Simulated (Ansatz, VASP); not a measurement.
## One calculation of BiTe, two programs

The input INCAR:

```
ALGO = Normal ; EDIFF = 1E-6
ENCUT = 520 ; GGA = PS
ISIF = 2 ; ISMEAR = 0
LASPH = True ; LCHARG = False
LREAL = False ; LWAVE = False
NBANDS = 18 ; NELM = 60
PREC = Accurate ; SIGMA = 0.15
```

File KPOINTS:

```
k-points
0
Gamma
  12 12 12
```

File POSCAR:

```
BiTe
1.0
    2.4227077728      1.3987509848      3.4168107131
   -2.4227077728      1.3987509848      3.4168107131
    0.0000000000     -2.7975019696      3.4168107131
Bi Te
1 1
Direct
    0.5000000000      0.5000000000      0.5000000000
    0.0000000000      0.0000000000      0.0000000000
```

Input for Ansatz:

```yaml
crystal:
  lattice:
    - [2.4227077728, 1.3987509848, 3.4168107131]
    - [-2.4227077728, 1.3987509848, 3.4168107131]
    - [0.0, -2.7975019696, 3.4168107131]
  atoms:
    - { symbol: Bi, position: [0.5, 0.5, 0.5] }
    - { symbol: Te, position: [0.0, 0.0, 0.0] }
basis:
  ecutwfc: 420
kpoints:
  mp_grid: { grid: [12, 12, 12] }
hamiltonian:
  xc: pbesol
scf:
  occupations: { method: gaussian, width: 0.15 }
output:
  forces: true
  stress: true
  eigenvalues: true
```

Change from the starting cell: strain +0.000 along x and y, +0.030 along z, atoms carried along.

Alike in both runs: task single point; functional PBEsol; k mesh 12 × 12 × 12; occupations gaussian, width 0.15 eV; no spin polarisation.

|  | VASP | Ansatz |
| --- | --- | --- |
| version | VASP 6.6.1 | Ansatz 0.2.0 |
| potentials or method | VASP PAW PBE potentials, release 64 (Bi_d, Te), cutoff 520 eV | scalar-relativistic, plane waves, PAW |
| valence electrons in the cell | 21 | 31 |

|  | VASP | Ansatz | Ansatz less VASP |
| --- | --- | --- | --- |
| gap on the k mesh at the Fermi level (eV) | none | none | - |
| pressure (GPa) | -3.5 | -3.4 | +0.04 |
| traceless stress, the component that is largest in VASP (GPa) | 0.13 | 0.13 | +0.001 |

VASP's potentials were made for PBE, not for PBEsol. A gap of «none» marks a metal or a gap that the smearing closes. VASP's potentials hold 21 valence electrons a cell and Ansatz's 31, so a difference there can come from the potentials and not from the codes.

Spin-orbit coupling is off throughout.
